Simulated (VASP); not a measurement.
Wanted: the native input for a VASP 6.6.1 run.

* Task: single point
* Functional: PBE
* Dispersion: D3(BJ)
* Potentials or basis: VASP PAW PBE potentials, release 64 (O, H, S)
* Cutoff: 520 eV
* k mesh: 1 × 1 × 1
* Occupations: fermi-dirac, width 0.05 eV
* Spin: no spin polarisation
* Dipole correction: no
* Further INCAR settings: LREAL = Auto; ALGO = Normal; EDIFF = 1e-06; NBANDS = 44

The structure of H14SO6 lies in POSCAR:

```
H14SO6
1.0
    6.4150690000      0.0000000000      0.0000000000
    0.0000000000      6.4150690000      0.0000000000
    0.0000000000      0.0000000000      6.4150690000
O H S
6 14 1
Direct
    0.4808210169      0.1482135266      0.4526217879
    0.2062487559      0.6863994760      0.4221154909
    0.1496476499      0.4730736333      0.7800383753
    0.9264124829      0.2858581880      0.3088976907
    0.8355483004      0.0506307882      0.7562038694
    0.8067723044      0.8286738615      0.1391567261
    0.3827862179      0.2792643384      0.4397302663
    0.3601364225      0.0604670036      0.4597924044
    0.2444556715      0.6707955908      0.2790149256
    0.0643640778      0.7390099779      0.4181092986
    0.1452517502      0.6124797722      0.7289399381
    0.2115955417      0.3992006945      0.6584808363
    0.9022662110      0.1789224714      0.4152878169
    0.9860221301      0.4120610394      0.3875250601
    0.7642941954     -0.0543096263      0.8239817841
    0.7682380345      0.1591097461      0.8317759326
    0.8883458619      0.9572617224      0.1614791673
    0.6809123955      0.8796943571      0.2121411321
    0.7753774745      0.3420851748      1.0918666658
    0.5047178760      0.3450313629      1.0199734407
    0.6490655050      0.4574073950      0.9621252710
```

The input as run:

INCAR

```
SYSTEM = H14SO6
PREC = Accurate ; ENCUT = 520
EDIFF = 1E-6 ; ISMEAR = -1
SIGMA = 0.05 ; LREAL = Auto
LASPH = .TRUE. ; NELM = 60
ALGO = Normal ; ISIF = 2
LWAVE = .FALSE. ; LCHARG = .FALSE.
GGA = PE ; IVDW = 12
NBANDS = 44
```

KPOINTS

```
Automatic mesh
0
G
  1 1 1
  0 0 0
```

Potentials or basis: VASP PAW PBE potentials, release 64 (O, H, S).

Run with:

```console
$ cat potpaw_PBE.64/O/POTCAR potpaw_PBE.64/H/POTCAR potpaw_PBE.64/S/POTCAR > POTCAR
$ mpirun -np 1 vasp_gam > vasp.out
```

It gave:

```yaml
Pressure: 2.0 GPa
Largest_force: 4.069 eV/Å
Dispersion_energy_per_atom: -0.034 eV
```

Caveat: the k points lie up to 0.98 Å⁻¹ apart, too coarse for converged energies, forces and pressures; the atoms stand as in a frame of molecular dynamics.

Wall time 45 s on 1 thread of Intel Xeon 8259CL, with other jobs on the host, peak memory 0.3 GiB.
